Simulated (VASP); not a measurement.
A run of VASP 6.6.1 is set up as follows.

The input POSCAR:

```
Br
1.0
    4.0912552071      2.3620872951      6.9772354751
   -4.0912552071      2.3620872951      6.9772354751
    0.0000000000     -4.7241745901      6.9772354751
Br
12
Direct
    0.0101900000      0.6536100000      0.0101900000
    0.0101900000      0.0101900000      0.6536100000
    0.6536100000      0.0101900000      0.0101900000
    0.9898100000      0.3463900000      0.9898100000
    0.3463900000      0.9898100000      0.9898100000
    0.9898100000      0.9898100000      0.3463900000
    0.2211800000      0.6306000000      0.2211800000
    0.2211800000      0.2211800000      0.6306000000
    0.6306000000      0.2211800000      0.2211800000
    0.7788200000      0.3694000000      0.7788200000
    0.3694000000      0.7788200000      0.7788200000
    0.7788200000      0.7788200000      0.3694000000
```

The input INCAR.step1:

```
SYSTEM = Br
PREC = Accurate ; ENCUT = 520
ISMEAR = 0 ; SIGMA = 0.1
LREAL = .FALSE. ; LASPH = .TRUE.
NELM = 100 ; NBANDS = 54
GGA = PE ; ALGO = Normal
EDIFF = 1E-4 ; LWAVE = .TRUE.
LCHARG = .FALSE.
```

Contents of INCAR.step2:

```
SYSTEM = Br
PREC = Accurate ; ENCUT = 520
EDIFF = 1E-7 ; ISMEAR = 0
SIGMA = 0.1 ; LREAL = .FALSE.
LASPH = .TRUE. ; NELM = 100
ALGO = Normal ; ISIF = 2
LWAVE = .FALSE. ; LCHARG = .TRUE.
METAGGA = R2SCAN ; LMIXTAU = .TRUE.
LELF = .TRUE. ; LVHAR = .TRUE.
NBANDS = 54 ; ISTART = 1
```

File KPOINTS:

```
Automatic mesh
0
G
  3 3 3
  0 0 0
```

Potentials or basis: VASP PAW PBE potentials, release 64 (Br).

The run is started by

```console
$ cat potpaw_PBE.64/Br/POTCAR > POTCAR
$ cp INCAR.step1 INCAR
$ mpirun -np 1 vasp_std > vasp.out
$ cp INCAR.step2 INCAR
$ mpirun -np 1 vasp_std > vasp.out
```

Problem. What does it give for the largest force?

Solution. 1.951 eV/Å.

Problem. Predict the pressure.

Solution. 3.8 GPa.

Stress tensor (GPa, compression positive):
```
4.29 0.00 0.00
0.00 4.29 0.00
0.00 0.00 2.73
```

Caveat: the cell stands under pressure; the PAW data sets were made with another functional, which shifts forces and pressure a little.
